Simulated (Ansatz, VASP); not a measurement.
## MgO: VASP beside Ansatz

```
CELL_PARAMETERS angstrom
3.25534 0.00000 0.00000
-1.62767 2.81920 0.00000
0.00000 0.00000 10.41495
ATOMIC_POSITIONS crystal
Mg 0.33333 0.66667 0.96960
Mg 0.00000 0.00000 0.22095
Mg 0.00000 0.00000 0.72095
Mg 0.66667 0.33333 0.46960
O 0.33333 0.66667 0.77992
O 0.00000 0.00000 0.46713
O 0.00000 0.00000 0.02954
O 0.66667 0.33333 0.27992
```

Alike in both runs: task single point; functional PBEsol; k mesh 9 × 9 × 4; occupations gaussian, width 0.05 eV; no spin polarisation.

|  | VASP | Ansatz |
| --- | --- | --- |
| version | VASP 6.6.1 | Ansatz 0.2.0 |
| potentials or method | VASP PAW PBE potentials, release 64 (Mg, O), cutoff 520 eV | scalar-relativistic, plane waves, PAW |
| valence electrons in the cell | 32 | 64 |

```tsv
	VASP	Ansatz	Ansatz less VASP
gap on the k mesh at the Fermi level (eV)	0.93	0.96	+0.029
least direct gap on the mesh (eV)	0.93	0.96	+0.029
pressure (GPa)	3.1	3.3	+0.19
traceless stress, the component that is largest in VASP (GPa)	-4.78	-4.69	+0.084
rms of the force components (eV/Å)	1.117	1.107	-0.0100
```

VASP's potentials were made for PBE, not for PBEsol, and Ansatz warns of the same on its side. Atom by atom the forces differ by 0.012 eV/Å (rms over components). VASP's potentials hold 32 valence electrons a cell and Ansatz's 64, so a difference there can come from the potentials and not from the codes.
